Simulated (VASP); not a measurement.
# GePt (Fm-3m) in VASP: single point with PBE

Aim: the single point of GePt with PBE.

Everything below comes from runs of VASP 6.6.1. Logs are shortened: lines on timing, memory, paths and dates and some standing lists are left out, and cuts for length are marked.

**1. The cell of the first run**

It takes space group Fm-3m (No. 225, cubic). The conventional cell has a = 5.217 Å, b = 5.217 Å, c = 5.217 Å, α = 90.00°, β = 90.00°, γ = 90.00°. Ge (site symmetry m-3m) has 6 Pt at 2.61 Å within 3.4 Å. Pt (site symmetry m-3m) has 6 Ge at 2.61 Å within 3.4 Å.

**2. Single point, PBE**

Input file INCAR:

```
SYSTEM = GePt
PREC = Accurate
ENCUT = 500
EDIFF = 1E-6
ISMEAR = 0
SIGMA = 0.2
LREAL = .False.
LASPH = .True.
NELM = 120
ALGO = Normal
ISIF = 2
LWAVE = .False.
LCHARG = .False.
GGA = PE
NBANDS = 19
GGA_COMPAT = .False.
```

Input file KPOINTS:

```
regular mesh
0
Gamma
  6 6 6
  0 0 0
```

Input file POSCAR:

```
GePt
1.0
    0.0000000000      2.6087168910      2.6087168910
    2.6087168910      0.0000000000      2.6087168910
    2.6087168910      2.6087168910      0.0000000000
Ge Pt
1 1
Direct
    0.5000000000      0.5000000000      0.5000000000
    0.0000000000      0.0000000000      0.0000000000
```

Potentials or basis: VASP PAW PBE potentials, release 64 (Ge_d, Pt).

Started as:

```sh
$ cat potpaw_PBE.64/Ge_d/POTCAR potpaw_PBE.64/Pt/POTCAR > POTCAR
$ mpirun -np 1 vasp_std > vasp.out
```

OUTCAR:

```text
SYSTEM = GePt
   PREC = Accurate
   ENCUT = 500
   EDIFF = 1E-6
   ISMEAR = 0
   LREAL = .False.
   LASPH = .True.
   NELM = 120
   ISIF = 2
   GGA = PE

 ion  position               nearest neighbor table
   1  0.500  0.500  0.500-   2 2.61   2 2.61   2 2.61   2 2.61   2 2.61   2 2.61
   2  0.000  0.000  0.000-   1 2.61   1 2.61   1 2.61   1 2.61   1 2.61   1 2.61

  LATTYP: Found a face centered cubic cell.
 ALAT       =     5.2174337820

  Lattice vectors:

 A1 = (   0.0000000000,   2.6087168910,   2.6087168910)
 A2 = (   2.6087168910,   0.0000000000,   2.6087168910)
 A3 = (   2.6087168910,   2.6087168910,   0.0000000000)

Analysis of symmetry for initial positions (statically):
=====================================================================
 Subroutine PRICEL returns:
 Original cell was already a primitive cell.

 Routine SETGRP: Setting up the symmetry group for a
 face centered cubic supercell.

 Subroutine GETGRP returns: Found 48 space group operations
 (whereof 48 operations were pure point group operations)
 out of a pool of 48 trial point group operations.

The static configuration has the point symmetry O_h .

Analysis of symmetry for dynamics (positions and initial velocities):
=====================================================================
 Subroutine PRICEL returns:
 Original cell was already a primitive cell.

 Routine SETGRP: Setting up the symmetry group for a
 face centered cubic supercell.

 Subroutine GETGRP returns: Found 48 space group operations
 (whereof 48 operations were pure point group operations)
 out of a pool of 48 trial point group operations.

The dynamic configuration has the point symmetry O_h .

 Subroutine INISYM returns: Found 48 space group operations
 (whereof 48 operations are pure point group operations),
 and found     1 'primitive' translations

----------------------------------------------------------------------------------------

                                     Primitive cell

  volume of cell :      35.5067

  direct lattice vectors                    reciprocal lattice vectors
     0.000000000  2.608716891  2.608716891    -0.191665106  0.191665106  0.191665106
     2.608716891  0.000000000  2.608716891     0.191665106 -0.191665106  0.191665106
     2.608716891  2.608716891  0.000000000     0.191665106  0.191665106 -0.191665106

  length of vectors
     3.689282808  3.689282808  3.689282808     0.331973702  0.331973702  0.331973702

  position of ions in fractional coordinates (direct lattice)
[... 68 lines left out ...]
   ENCUT  =  500.0 eV  36.75 Ry    6.06 a.u.   6.73  6.73  6.73*2*pi/ulx,y,z
   NELM   =    120;   NELMIN=  2; NELMDL= -5     # of ELM steps
   EDIFF  = 0.1E-05   stopping-criterion for ELM
   LREAL  =      F    real-space projection
   EDIFFG = 0.1E-04   stopping-criterion for IOM
   NSW    =      0    number of steps for IOM
   IBRION =     -1    ionic relax: 0-MD 1-quasi-New 2-CG
   NFREE  =      0    steps in history (QN), initial steepest desc. (CG)
   ISIF   =      2    stress and relaxation
   ISYM   =      2    0-nonsym 1-usesym 2-fastsym
   POTIM  = 0.5000    time-step for ionic-motion
   TEBEG  =    0.0;   TEEND  =   0.0 temperature during run
   PSTRESS=    0.0 pullay stress
   NELECT =      24.0000    total number of electrons
   NUPDOWN=      -1.0000    fix difference up-down
   EMIN   =  10.00;   EMAX   =-10.00  energy-range for DOS
   EFERMI =   0.00;   METHOD = LEGACY
   ISMEAR =     0;   SIGMA  =   0.20  broadening in eV -4-tet -1-fermi 0-gaus
   EFERMI_NEDOS =   21; number of points for ismear=-14 and -15
   IALGO  =     38    algorithm
   IMIX   =      4    mixing-type and parameters
     AMIX     =   0.40;   BMIX     =  1.00
     AMIX_MAG =   1.60;   BMIX_MAG =  1.00
  volume/ion in A,a.u.               =      17.75       119.81
  Fermi-wavevector in a.u.,A,eV,Ry     =   1.436729  2.715025 28.085027  2.064191
  Thomas-Fermi vector in A             =   2.555885
   LORBIT       =      0    0 simple, 1 ext, 2 COOP (PROOUT), +10 PAW based schemes
   GGA     = PE    functional components
   LHFCALC =     F    Hartree Fock is set to
   AEXX    =    0.0000 exact exchange contribution
   IVDW    =     0    specifies the selected vdW correction
   LEPSILON=     F    determine dielectric tensor
   LRPA    =     F    only Hartree local field effects (RPA)
 non-spin polarized calculation
 Gauss-broadening in eV      SIGMA  =   0.20
  energy-cutoff  :      500.00
  volume of cell :       35.51
 maximum number of plane-waves:       934
   NGX = 13   NGY = 13   NGZ = 13

 number of electron      24.0000013 magnetization

 Free energy of the ion-electron system (eV)
  ---------------------------------------------------
  ext. energy  EPLUGINS =         0.00000000
  ---------------------------------------------------
  free energy    TOTEN  =       -11.04402840 eV

  energy without entropy =      -11.02648733  energy(sigma->0) =      -11.03525787

 E-fermi :   7.7913     XC(G=0): -11.9270

 val. band max:        7.7236773088   @ k =  -0.3333   0.5000   0.1667
 cond. band min:       8.0914033776   @ k =  -0.1667   0.1667   0.0000
 fundamental gap:      0.3677260688
 Fermi energy:         7.7912818191

 k-point     1 :       0.0000    0.0000    0.0000
  band No.  band energies     occupation
      1     -16.7747      2.00000
      2     -16.7747      2.00000
      3     -16.7437      2.00000
      4     -16.7437      2.00000
      5     -16.7437      2.00000
      6      -3.8531      2.00000
[... 329 lines left out ...]
      6      -0.9762      2.00000
[... 11 lines left out ...]
     18      20.1569      0.00000
     19      24.6409      0.00000

------------------------ aborting loop because EDIFF is reached ----------------------------------------

  FORCE on cell =-STRESS in cart. coord.  units (eV):
  Direction    XX          YY          ZZ          XY          YZ          ZX
  --------------------------------------------------------------------------------------
  -------------------------------------------------------------------------------------
  Total       -0.1503266     -0.1503266     -0.1503266     -0.0000000     -0.0000000      0.0000000
  in kB       -6.7832168     -6.7832168     -6.7832168     -0.0000000     -0.0000000      0.0000000
  external PRESSURE =      -6.7832168 kB  Pullay stress =       0.0000000 kB

 VOLUME and BASIS-vectors are now :
 -----------------------------------------------------------------------------
  energy-cutoff  :      500.00
  volume of cell :       35.51
      direct lattice vectors                 reciprocal lattice vectors
     0.000000000  2.608716891  2.608716891    -0.191665106  0.191665106  0.191665106
     2.608716891  0.000000000  2.608716891     0.191665106 -0.191665106  0.191665106
     2.608716891  2.608716891  0.000000000     0.191665106  0.191665106 -0.191665106

 POSITION                                       TOTAL-FORCE (eV/Angst)
 -----------------------------------------------------------------------------------
      2.60872      2.60872      2.60872         0.000000     -0.000000     -0.000000
      0.00000      0.00000      0.00000        -0.000000      0.000000      0.000000
 -----------------------------------------------------------------------------------
    total drift:                                0.000000      0.000000      0.000000

  FREE ENERGIE OF THE ION-ELECTRON SYSTEM (eV)
  ---------------------------------------------------
  free  energy   TOTEN  =       -11.0440284033 eV

  energy  without entropy=      -11.0264873298  energy(sigma->0) =      -11.03525787
```

Wall time 13 s (1 thread of Intel Xeon 6975P-C, shared host); peak memory 0.16 GiB.

What came out:

* Free energy: -11.0440 eV
* Pressure: -0.7 GPa
* Band gap on the k mesh: zero (band 12 reaches 10.61 eV, above the bottom of band 13 at 7.47 eV)

Caveat: spin-orbit coupling is left out, which moves the levels of the heavy elements.
